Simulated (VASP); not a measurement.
# C (P6_522) in VASP: a series of runs, part 2 of 2

VASP 6.6.1.

**6. Relaxation of cell and atoms, PBE**

This run uses another cell than the first one, of 6.22 Å³/atom.

Contents of INCAR:

```
SYSTEM = C
ALGO = Normal ; EDIFF = 1E-6
EDIFFG = -0.01 ; ENCUT = 600
GGA = PE ; IBRION = 2
ISIF = 3 ; ISMEAR = 0
LASPH = .True. ; LCHARG = .False.
LREAL = .False. ; LWAVE = .False.
NELM = 80 ; NSW = 100
PREC = Accurate ; SIGMA = 0.02
```

Contents of KPOINTS:

```
k-points
0
Gamma
  6 6 6
  0 0 0
```

Contents of POSCAR:

```
C
1.0
    4.1564222005      0.0000000000      0.0000000000
   -2.0782111003      3.5995672145      0.0000000000
    0.0000000000      0.0000000000      4.9866556621
C
12
Direct
    0.0839665879      0.7185265490      0.9523422388
    0.2814734510      0.3654400389      0.6190089054
    0.6345599611      0.9160334121      0.2856755721
    0.9160334121      0.2814734510      0.4523422388
    0.7185265490      0.6345599611      0.1190089054
    0.3654400389      0.0839665879      0.7856755721
    0.0839665879      0.3654400389      0.8809910946
    0.6345599611      0.7185265490      0.5476577612
    0.2814734510      0.9160334121      0.2143244279
    0.9160334121      0.6345599611      0.3809910946
    0.3654400389      0.2814734510      0.0476577612
    0.7185265490      0.0839665879      0.7143244279
```

Potentials or basis: VASP PAW PBE potentials, release 64 (C).

Launch:

```console
$ cat potpaw_PBE.64/C/POTCAR > POTCAR
$ mpirun -np 1 vasp_std > vasp.out
```

OUTCAR:

```text
SYSTEM = C
   EDIFF = 1E-6
   EDIFFG = -0.01
   ENCUT = 600
   GGA = PE
   IBRION = 2
   ISIF = 3
   ISMEAR = 0
   LASPH = .True.
   LREAL = .False.
   NELM = 80
   NSW = 100
   PREC = Accurate

 ion  position               nearest neighbor table
   1  0.084  0.719  0.952-   7 1.51   9 1.54   5 1.61   6 1.61
   2  0.281  0.365  0.619-   8 1.51   7 1.54   4 1.61   6 1.61
   3  0.635  0.916  0.286-   9 1.51   8 1.54   4 1.61   5 1.61
   4  0.916  0.281  0.452-  10 1.51  12 1.54   2 1.61   3 1.61
   5  0.719  0.635  0.119-  11 1.51  10 1.54   1 1.61   3 1.61
   6  0.365  0.084  0.786-  12 1.51  11 1.54   1 1.61   2 1.61
   7  0.084  0.365  0.881-   1 1.51   2 1.54  11 1.61  12 1.61
   8  0.635  0.719  0.548-   2 1.51   3 1.54  10 1.61  12 1.61
   9  0.281  0.916  0.214-   3 1.51   1 1.54  10 1.61  11 1.61
  10  0.916  0.635  0.381-   4 1.51   5 1.54   8 1.61   9 1.61
[... 305 lines left out ...]
 Free energy of the ion-electron system (eV)
  ---------------------------------------------------
  ext. energy  EPLUGINS =         0.00000000
  ---------------------------------------------------
  free energy    TOTEN  =       -99.18397965 eV

  energy without entropy =      -99.18397965  energy(sigma->0) =      -99.18397965

 E-fermi :   7.9979     XC(G=0): -12.7103

 val. band max:        7.9045848828   @ k =   0.0000   0.0000   0.1667
 cond. band min:      10.1855037055   @ k =   0.0000   0.0000   0.3333
 fundamental gap:      2.2809188227
 Fermi energy:         7.9979395251

 k-point     1 :       0.0000    0.0000    0.0000
  band No.  band energies     occupation
      1     -12.7708      2.00000
      2      -8.8972      2.00000
      3      -8.8972      2.00000
      4      -4.9669      2.00000
      5      -4.9669      2.00000
      6      -3.7162      2.00000
[... 805 lines left out ...]
     30      14.9683      0.00000
     31      15.8431      0.00000

 [... further k-points ...]
[... 5 lines left out ...]
  --------------------------------------------------------------------------------------
  -------------------------------------------------------------------------------------
  Total       -0.0277478     -0.0277478      0.0152102      0.0000000      0.0000000      0.0000000
  in kB       -0.5956195     -0.5956195      0.3264944      0.0000000      0.0000000      0.0000000
  external PRESSURE =      -0.2882482 kB  Pullay stress =       0.0000000 kB
[... 27 lines left out ...]
  FREE ENERGIE OF THE ION-ELECTRON SYSTEM (eV)
  ---------------------------------------------------
  free  energy   TOTEN  =       -99.1839796478 eV

  energy  without entropy=      -99.1839796478  energy(sigma->0) =      -99.18397965

 reached required accuracy - stopping structural energy minimisation
```

CONTCAR:

```text
C
   1.00000000000000
     4.1565115869721936   -0.0000000000000012    0.0000000000000000
    -2.0782557935360986    3.5996446254556758   -0.0000000000000000
    -0.0000000000000000    0.0000000000000000    4.9886418962007202
  C
    12
Direct
     0.0839245280988328    0.7185259917654175    0.9522535503106000
     0.2814740082345825    0.3653985363334152    0.6189202169106012
     0.6346014636665848    0.9160754719011671    0.2855868836105971
     0.9160754719011671    0.2814740082345825    0.4522535503106000
     0.7185259917654175    0.6346014636665848    0.1189202169106012
     0.3653985363334152    0.0839245280988328    0.7855868836105970
     0.0839245280988328    0.3653985363334152    0.8810797830893988
     0.6346014636665848    0.7185259917654175    0.5477464496894000
     0.2814740082345825    0.9160754719011671    0.2144131163894029
     0.9160754719011671    0.6346014636665848    0.3810797830893988
     0.3653985363334152    0.2814740082345825    0.0477464496894000
     0.7185259917654175    0.0839245280988328    0.7144131163894030

  0.00000000E+00  0.00000000E+00  0.00000000E+00
  0.00000000E+00  0.00000000E+00  0.00000000E+00
  0.00000000E+00  0.00000000E+00  0.00000000E+00
  0.00000000E+00  0.00000000E+00  0.00000000E+00
  0.00000000E+00  0.00000000E+00  0.00000000E+00
  0.00000000E+00  0.00000000E+00  0.00000000E+00
  0.00000000E+00  0.00000000E+00  0.00000000E+00
  0.00000000E+00  0.00000000E+00  0.00000000E+00
  0.00000000E+00  0.00000000E+00  0.00000000E+00
  0.00000000E+00  0.00000000E+00  0.00000000E+00
  0.00000000E+00  0.00000000E+00  0.00000000E+00
  0.00000000E+00  0.00000000E+00  0.00000000E+00
```

Run time: 2.4 min. Hardware: 1 thread of Intel Xeon 8259CL, shared host; peak memory 0.23 GiB.

What came out:

```
Free energy                           : -99.1840 eV
Relaxed volume                        : 6.22 Å³/atom
Relaxed cell                          : a = 4.157 Å, b = 4.157 Å, c = 4.989 Å, α = 90.00°, β = 90.00°, γ = 120.00°
Space group after relaxing (to 0.1 Å) : P6_522 (No. 179)
Energy gained by relaxing             : 0.0 meV/atom
Ionic steps                           : 3
Pressure after relaxing               : 0.0 GPa
Largest force after relaxing          : 0.008 eV/Å
Band gap on the k mesh                : 2.28 eV
```

Forces on the atoms (eV/Å):
```
C   -0.006  0.004  0.003
C   -0.001 -0.008  0.003
C    0.007  0.003  0.003
C    0.006 -0.004  0.003
C    0.001  0.008  0.003
C   -0.007 -0.003  0.003
C    0.001 -0.008 -0.003
C    0.006  0.004 -0.003
C   -0.007  0.003 -0.003
C   -0.001  0.008 -0.003
C   -0.006 -0.004 -0.003
C    0.007 -0.003 -0.003
```

Stress tensor (GPa, compression positive):
```
-0.06  0.00  0.00
 0.00 -0.06  0.00
 0.00  0.00  0.03
```

Step by step:
| step | energy change (eV) | largest force (eV/Å) | pressure (GPa) | volume (Å³) |
| --- | --- | --- | --- | --- |
| 1 | 0.0000 | 0.0314 | 0.25 | 74.61 |
| 2 | 0.0006 | 0.0746 | -0.61 | 74.71 |
| 3 | -0.0002 | 0.0082 | -0.03 | 74.64 |

Final structure:
```yaml
crystal:
  lattice:
    - [4.15651, 0.00000, 0.00000]
    - [-2.07826, 3.59964, 0.00000]
    - [0.00000, 0.00000, 4.98864]
  atoms:
    - { symbol: C, position: [0.08392, 0.71853, 0.95225] }
    - { symbol: C, position: [0.28147, 0.36540, 0.61892] }
    - { symbol: C, position: [0.63460, 0.91608, 0.28559] }
    - { symbol: C, position: [0.91608, 0.28147, 0.45225] }
    - { symbol: C, position: [0.71853, 0.63460, 0.11892] }
    - { symbol: C, position: [0.36540, 0.08392, 0.78559] }
    - { symbol: C, position: [0.08392, 0.36540, 0.88108] }
    - { symbol: C, position: [0.63460, 0.71853, 0.54775] }
    - { symbol: C, position: [0.28147, 0.91608, 0.21441] }
    - { symbol: C, position: [0.91608, 0.63460, 0.38108] }
    - { symbol: C, position: [0.36540, 0.28147, 0.04775] }
    - { symbol: C, position: [0.71853, 0.08392, 0.71441] }
```

**7. Overview**

| task | cell | k mesh | cutoff (eV) | smearing | gap on the mesh (eV) | pressure (GPa) | relaxed volume (Å³/atom) | largest force (eV/Å) |
| --- | --- | --- | --- | --- | --- | --- | --- | --- |
| single point | a = 4.110, b = 4.110, c = 4.406 Å, angles 90.0, 90.0, 120.0°, 12 atoms, atomic positions A | 6 × 6 × 4 | 520 | gaussian 0.1 eV | 1.18 | 51.5 | - | 1.05 |
| single point | a = 4.156, b = 4.156, c = 4.987 Å, angles 90.0, 90.0, 120.0°, 12 atoms, atomic positions B | 6 × 6 × 4 | 520 | gaussian 0.1 eV | 2.11 | 0.8 | - | 0.04 |
| single point | a = 4.156, b = 4.156, c = 4.989 Å, angles 90.0, 90.0, 120.0°, 12 atoms, atomic positions B | 6 × 6 × 6 | 520 | gaussian 0.02 eV | 2.28 | 0.6 | - | 0.03 |
| relaxation of cell and atoms | relaxed from a = 4.110, b = 4.110, c = 4.406 Å, angles 90.0, 90.0, 120.0°, 12 atoms, atomic positions A | 6 × 6 × 4 | 600 | gaussian 0.1 eV | 2.11 | -0.1 | 6.23 | 0.01 |
| relaxation of cell and atoms | relaxed from a = 4.156, b = 4.156, c = 4.987 Å, angles 90.0, 90.0, 120.0°, 12 atoms, atomic positions B | 6 × 6 × 6 | 600 | gaussian 0.02 eV | 2.28 | 0.0 | 6.22 | 0.01 |

Alike in all rows: level PBE; potentials or basis VASP PAW PBE potentials, release 64 (C); no spin polarisation.

Caveats: the cell stands under pressure (at least some runs); forces of over 1 eV/Å act on the atoms, so gaps and moduli don't describe the material at rest (at least some runs); the volume moved by over 15 % at a fixed basis, so the end points are rough (at least some runs).

Total energies depend on the potentials used, so only differences within one code and one set of settings carry meaning.
